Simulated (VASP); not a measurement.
# Hf (P6/mmm) in VASP: relaxation of shape and atoms at fixed volume with r2SCAN

Aim: the relaxation of shape and atoms at fixed volume of Hf with r2SCAN.

Everything below comes from runs of VASP 6.6.1. Logs are shortened: lines on timing, memory, paths and dates and some standing lists are left out, and cuts for length are marked.

## (1) The cell of the first run

The structure is hexagonal, space group P6/mmm (No. 191). The conventional cell has a = 4.979 Å, b = 4.979 Å, c = 3.092 Å, α = 90.00°, β = 90.00°, γ = 120.00°. Hf (site symmetry -6m2) has 11 Hf at 2.87 to 3.26 Å within 3.8 Å. Within 4.1 Å of Hf (site symmetry 6/mmm) lie 14 Hf at 3.09 to 3.26 Å.

This isn't the form of Hf at room conditions, which is hcp.

## (2) Relaxation of shape and atoms at fixed volume, r2SCAN (22.13 Å³/atom)

POSCAR reads:

```
Hf
1.0
    4.9787987232      0.0000000000      0.0000000000
   -2.4893993616      4.3117661746      0.0000000000
    0.0000000000      0.0000000000      3.0924575902
Hf
3
Direct
    0.6666666667      0.3333333333      0.5000000000
    0.3333333333      0.6666666667      0.5000000000
    0.0000000000      0.0000000000      0.0000000000
```

INCAR.step1 reads:

```
PREC = Accurate ; ENCUT = 600
ISMEAR = 0 ; SIGMA = 0.05
LREAL = False ; LASPH = True
NELM = 100 ; GGA = PE
ALGO = Normal ; EDIFF = 1E-4
LWAVE = True ; LCHARG = False
```

INCAR.step2 reads:

```
PREC = Accurate ; ENCUT = 600
EDIFF = 1E-6 ; ISMEAR = 0
SIGMA = 0.05 ; LREAL = False
LASPH = True ; NELM = 100
ALGO = Normal ; ISIF = 4
LWAVE = False ; LCHARG = False
METAGGA = R2SCAN ; LMIXTAU = True
IBRION = 2 ; NSW = 60
EDIFFG = -0.01 ; ISTART = 1
```

KPOINTS reads:

```
regular mesh
0
Gamma
  10 10 12
```

Potentials or basis: VASP PAW PBE potentials, release 64 (Hf_pv).

Run with:

```sh
$ cat potpaw_PBE.64/Hf_pv/POTCAR > POTCAR
$ cp INCAR.step1 INCAR
$ mpirun -np 1 vasp_std > vasp.out
$ cp INCAR.step2 INCAR
$ mpirun -np 1 vasp_std > vasp.out
```

OUTCAR:

```text
PREC = Accurate
   ENCUT = 600
   EDIFF = 1E-6
   ISMEAR = 0
   LREAL = False
   LASPH = True
   NELM = 100
   ISIF = 4
   METAGGA = R2SCAN
   IBRION = 2
   NSW = 60
   EDIFFG = -0.01
   ISTART = 1

 ion  position               nearest neighbor table
   1  0.667  0.333  0.500-   2 2.87   2 2.87   2 2.87   3 3.26   3 3.26   3 3.26   3 3.26   3 3.26
                             3 3.26
   2  0.333  0.667  0.500-   1 2.87   1 2.87   1 2.87   3 3.26   3 3.26   3 3.26   3 3.26   3 3.26
                             3 3.26
   3  0.000  0.000  0.000-   1 3.26   2 3.26   1 3.26   2 3.26   2 3.26   2 3.26   1 3.26   1 3.26
                             1 3.26   1 3.26   2 3.26   2 3.26

  LATTYP: Found a hexagonal cell.
 ALAT       =     4.9787987232
 C/A-ratio  =     0.6211252477

  Lattice vectors:

 A1 = (   4.9787987232,   0.0000000000,   0.0000000000)
 A2 = (  -2.4893993616,   4.3117661746,   0.0000000000)
 A3 = (   0.0000000000,   0.0000000000,   3.0924575902)

Analysis of symmetry for initial positions (statically):
=====================================================================
 Subroutine PRICEL returns:
 Original cell was already a primitive cell.

 Routine SETGRP: Setting up the symmetry group for a
 hexagonal supercell.

 Subroutine GETGRP returns: Found 24 space group operations
 (whereof 24 operations were pure point group operations)
 out of a pool of 24 trial point group operations.

The static configuration has the point symmetry D_6h.

Analysis of symmetry for dynamics (positions and initial velocities):
=====================================================================
 Subroutine PRICEL returns:
 Original cell was already a primitive cell.

 Routine SETGRP: Setting up the symmetry group for a
 hexagonal supercell.

 Subroutine GETGRP returns: Found 24 space group operations
 (whereof 24 operations were pure point group operations)
 out of a pool of 24 trial point group operations.

The dynamic configuration has the point symmetry D_6h.

 Subroutine INISYM returns: Found 24 space group operations
 (whereof 24 operations are pure point group operations),
 and found     1 'primitive' translations

----------------------------------------------------------------------------------------

                                     Primitive cell

  volume of cell :      66.3871

  direct lattice vectors                    reciprocal lattice vectors
     4.978798723  0.000000000  0.000000000     0.200851662  0.115961761  0.000000000
    -2.489399362  4.311766175  0.000000000     0.000000000  0.231923523  0.000000000
     0.000000000  0.000000000  3.092457590     0.000000000  0.000000000  0.323367410

  length of vectors
     4.978798723  4.978798723  3.092457590     0.231923523  0.231923523  0.323367410

  position of ions in fractional coordinates (direct lattice)
     0.666666667  0.333333333  0.500000000
     0.333333333  0.666666667  0.500000000
     0.000000000  0.000000000  0.000000000

  ion indices of the primitive-cell ions
   primitive index   ion index
                 1           1
                 2           2
                 3           3

----------------------------------------------------------------------------------------

 KPOINTS: regular mesh

Automatic generation of k-mesh.
 Grid dimensions read from file:
 generate k-points for:   10   10   12

 Generating k-lattice:

  Cartesian coordinates                     Fractional coordinates (reciprocal lattice)
     0.020085166  0.011596176  0.000000000     0.100000000  0.000000000  0.000000000
     0.000000000  0.023192352  0.000000000     0.000000000  0.100000000  0.000000000
     0.000000000  0.000000000  0.026947284     0.000000000  0.000000000  0.083333333

  Length of vectors
     0.023192352  0.023192352  0.026947284

  Shift w.r.t. Gamma in fractional coordinates (k-lattice)
     0.000000000  0.000000000  0.000000000

 Subroutine IBZKPT returns following result:
 ===========================================

 Found     98 irreducible k-points:

 Following reciprocal coordinates:
            Coordinates               Weight
  0.000000  0.000000  0.000000      1.000000
  0.100000  0.000000  0.000000      6.000000
  0.200000  0.000000  0.000000      6.000000
  0.300000 -0.000000  0.000000      6.000000
  0.400000  0.000000  0.000000      6.000000
  0.500000 -0.000000  0.000000      3.000000
[... 16 lines left out ...]
  0.300000  0.100000  0.083333     24.000000
  0.400000  0.100000  0.083333     24.000000
 [... further k-points ...]
   k-points           NKPTS =     98   k-points in BZ     NKDIM =     98   number of bands    NBANDS=     19
   number of dos      NEDOS =    301   number of ions     NIONS =      3
   total plane-waves  NPLWV =  44800
   dimension x,y,z NGX =    40 NGY =   40 NGZ =   28
   dimension x,y,z NGXF=    80 NGYF=   80 NGZF=   56
   ions per type =               3
   NGX,Y,Z   is equivalent  to a cutoff of  13.36, 13.36, 15.05 a.u.
   NGXF,Y,Z  is equivalent  to a cutoff of  26.71, 26.71, 30.10 a.u.
 SYSTEM =  unknown system
   PREC   = accura    normal or accurate (medium, high low for compatibility)
   ISTART =      1    job   : 0-new  1-cont  2-samecut
   ICHARG =      0    charge: 1-file 2-atom 10-const
   ISPIN  =      1    spin polarized calculation?
   LNONCOLLINEAR =      F non collinear calculations
   LSORBIT =      F    spin-orbit coupling
   LASPH  =      T    aspherical Exc in radial PAW
   ENCUT  =  600.0 eV  44.10 Ry    6.64 a.u.   9.94  9.94  6.18*2*pi/ulx,y,z
   NELM   =    100;   NELMIN=  2; NELMDL=  0     # of ELM steps
   EDIFF  = 0.1E-05   stopping-criterion for ELM
   LREAL  =      F    real-space projection
   EDIFFG = -.1E-01   stopping-criterion for IOM
   NSW    =     60    number of steps for IOM
   IBRION =      2    ionic relax: 0-MD 1-quasi-New 2-CG
   NFREE  =      1    steps in history (QN), initial steepest desc. (CG)
   ISIF   =      4    stress and relaxation
   ISYM   =      2    0-nonsym 1-usesym 2-fastsym
   POTIM  = 0.5000    time-step for ionic-motion
   TEBEG  =    0.0;   TEEND  =   0.0 temperature during run
   PSTRESS=    0.0 pullay stress
   NELECT =      30.0000    total number of electrons
   NUPDOWN=      -1.0000    fix difference up-down
   EMIN   =  10.00;   EMAX   =-10.00  energy-range for DOS
   EFERMI =   0.00;   METHOD = LEGACY
   ISMEAR =     0;   SIGMA  =   0.05  broadening in eV -4-tet -1-fermi 0-gaus
   EFERMI_NEDOS =   21; number of points for ismear=-14 and -15
   IALGO  =     38    algorithm
   IMIX   =      4    mixing-type and parameters
     AMIX     =   0.40;   BMIX     =  1.00
     AMIX_MAG =   1.60;   BMIX_MAG =  1.00
  volume/ion in A,a.u.               =      22.13       149.33
  Fermi-wavevector in a.u.,A,eV,Ry     =   1.256283  2.374030 21.473346  1.578246
  Thomas-Fermi vector in A             =   2.389998
   LORBIT       =      0    0 simple, 1 ext, 2 COOP (PROOUT), +10 PAW based schemes
   METAGGA = R2SCAN    functional components
   LHFCALC =     F    Hartree Fock is set to
   AEXX    =    0.0000 exact exchange contribution
   IVDW    =     0    specifies the selected vdW correction
   LEPSILON=     F    determine dielectric tensor
   LRPA    =     F    only Hartree local field effects (RPA)
 conjugate gradient relaxation of ions
 non-spin polarized calculation
 Gauss-broadening in eV      SIGMA  =   0.05
  energy-cutoff  :      600.00
  volume of cell :       66.39
 maximum number of plane-waves:      2256
 NGX is ok and might be reduce to    40
   NGX = 19   NGY = 19   NGZ = 13

 number of electron      30.0000002 magnetization

 Free energy of the ion-electron system (eV)
  ---------------------------------------------------
  ext. energy  EPLUGINS =         0.00000000
  ---------------------------------------------------
  free energy    TOTEN  =      -135.35011047 eV

  energy without entropy =     -135.34705032  energy(sigma->0) =     -135.34858039

 E-fermi :   4.7259     XC(G=0): -12.2127

 val. band max:        4.6995066920   @ k =   0.4000   0.1000   0.3333
 cond. band min:       4.7315609419   @ k =   0.5000  -0.0000   0.1667
 fundamental gap:      0.0320542499
 Fermi energy:         4.7258622475

 k-point     1 :       0.0000    0.0000    0.0000
  band No.  band energies     occupation
      1     -27.1398      2.00000
      2     -27.1398      2.00000
      3     -27.1285      2.00000
      4     -27.1285      2.00000
      5     -26.7467      2.00000
      6     -26.5131      2.00000
[... 11 lines left out ...]
     18       7.0848      0.00000
     19       7.0848      0.00000

 k-point     2 :       0.1000    0.0000    0.0000
  band No.  band energies     occupation
      1     -27.2178      2.00000
      2     -27.2046      2.00000
      3     -27.0486      2.00000
      4     -27.0385      2.00000
      5     -26.7423      2.00000
      6     -26.5143      2.00000
[... 11 lines left out ...]
     18       6.9186      0.00000
     19       7.1995      0.00000

 k-point     3 :       0.2000    0.0000    0.0000
  band No.  band energies     occupation
      1     -27.2918      2.00000
      2     -27.2340      2.00000
      3     -26.9697      2.00000
      4     -26.9433      2.00000
      5     -26.7303      2.00000
      6     -26.5173      2.00000
[... 11 lines left out ...]
     18       6.4829      0.00000
     19       7.0112      0.00000

 k-point     4 :       0.3000   -0.0000    0.0000
  band No.  band energies     occupation
      1     -27.3498      2.00000
      2     -27.2162      2.00000
      3     -26.9053      2.00000
      4     -26.8889      2.00000
      5     -26.7143      2.00000
      6     -26.5462      2.00000
[... 407 lines left out ...]
     18       6.1165      0.00000
     19       6.7611      0.00000

 k-point    23 :       0.3000    0.1000    0.0833
  band No.  band energies     occupation
      1     -27.3426      2.00000
      2     -27.2025      2.00000
      3     -26.9445      2.00000
      4     -26.8321      2.00000
      5     -26.7397      2.00000
      6     -26.5789      2.00000
[... 11 lines left out ...]
     18       5.8545      0.00000
     19       6.5904      0.00000

 k-point    24 :       0.4000    0.1000    0.0833
  band No.  band energies     occupation
      1     -27.3648      2.00000
      2     -27.1320      2.00000
      3     -27.0061      2.00000
      4     -26.8140      2.00000
      5     -26.7203      2.00000
      6     -26.5942      2.00000
[... 11 lines left out ...]
     18       5.7873      0.00000
     19       6.5189      0.00000

 [... further k-points ...]

------------------------ aborting loop because EDIFF is reached ----------------------------------------

  FORCE on cell =-STRESS in cart. coord.  units (eV):
  Direction    XX          YY          ZZ          XY          YZ          ZX
  --------------------------------------------------------------------------------------
  -------------------------------------------------------------------------------------
  Total       -0.4160456     -0.4160456     -0.3900868      0.0000000      0.0000000      0.0000000
  in kB      -10.0407928    -10.0407928     -9.4143051      0.0000000      0.0000000      0.0000000
  external PRESSURE =      -9.8319635 kB  Pullay stress =       0.0000000 kB

 VOLUME and BASIS-vectors are now :
 -----------------------------------------------------------------------------
  energy-cutoff  :      600.00
  volume of cell :       66.39
      direct lattice vectors                 reciprocal lattice vectors
     4.978798723  0.000000000  0.000000000     0.200851662  0.115961761  0.000000000
    -2.489399362  4.311766175  0.000000000     0.000000000  0.231923523  0.000000000
     0.000000000  0.000000000  3.092457590     0.000000000  0.000000000  0.323367410

 POSITION                                       TOTAL-FORCE (eV/Angst)
 -----------------------------------------------------------------------------------
      2.48940      1.43726      1.54623         0.000000     -0.000000      0.000000
     -0.00000      2.87451      1.54623        -0.000000      0.000000      0.000000
      0.00000      0.00000      0.00000        -0.000000      0.000000      0.000000
 -----------------------------------------------------------------------------------
    total drift:                                0.000000     -0.000000      0.000000

  FREE ENERGIE OF THE ION-ELECTRON SYSTEM (eV)
  ---------------------------------------------------
  free  energy   TOTEN  =      -135.3501104668 eV

  energy  without entropy=     -135.3470503176  energy(sigma->0) =     -135.34858039

 reached required accuracy - stopping structural energy minimisation
```

Wall time 13 min (1 thread of Oxide Virtual Turin-like, shared host); peak memory 0.26 GiB.

What came out:

```yaml
Free_energy: -135.3501 eV
Pressure_after_relaxing: -1.0 GPa
Band_gap_on_the_k_mesh: zero (bands 15 and 16 overlap by 0.83 eV)
```

Final structure:
```
Hf
1.0
     4.97880    0.00000    0.00000
    -2.48940    4.31177    0.00000
     0.00000    0.00000    3.09246
Hf
3
Direct
  0.66667 0.33333 0.50000
  0.33333 0.66667 0.50000
  0.00000 0.00000 0.00000
```

Caveat: the relaxation stopped at its first step, so nothing moved; the PAW data sets were made with another functional, which shifts forces and pressure a little; spin-orbit coupling is left out, which moves the levels of the heavy elements.
